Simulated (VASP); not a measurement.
FeI2:

```
Fe I
1.0
     4.35196    0.00000    0.00000
    -2.17598    3.76891    0.00000
     0.00000    0.00000    7.27122
Fe I
1 2
Cartesian
  0.0000 0.0000 0.0000
  0.0000 2.5126 1.8178
  2.1760 1.2563 5.4534
```

This cell differs from its parent crystal: volume scaled by 1.25.

Base run:

```yaml
Program: VASP 6.6.1
Functional: PBEsol
Potentials_or_basis: VASP PAW PBE potentials, release 64 (Fe, I)
Cutoff: 520 eV
k_mesh: 8 × 8 × 5
Occupations: fermi-dirac, width 0.05 eV
Spin: no spin polarisation
```

Its results: pressure -9.6 GPa; largest force 2.007 eV/Å.

**Question.** The run is repeated on the same cell with these changes: spin from no spin polarisation to collinear spin, ferromagnetic start; further incar settings from ALGO = Normal; EDIFF = 1e-07; NBANDS = 18 to ALGO = Normal; EDIFF = 1e-07; NBANDS = 22. What comes out?

**Answer.** Pressure -6.6 GPa; net moment 4.00 μB per cell; site moments Fe +3.50; I +0.13 μB; largest force 1.337 eV/Å.

Caveats: the PAW data sets were made with another functional, which shifts forces and pressure a little; this functional lacks dispersion, which binds the layers, so the pressure and a relaxed spacing across them are unreliable.
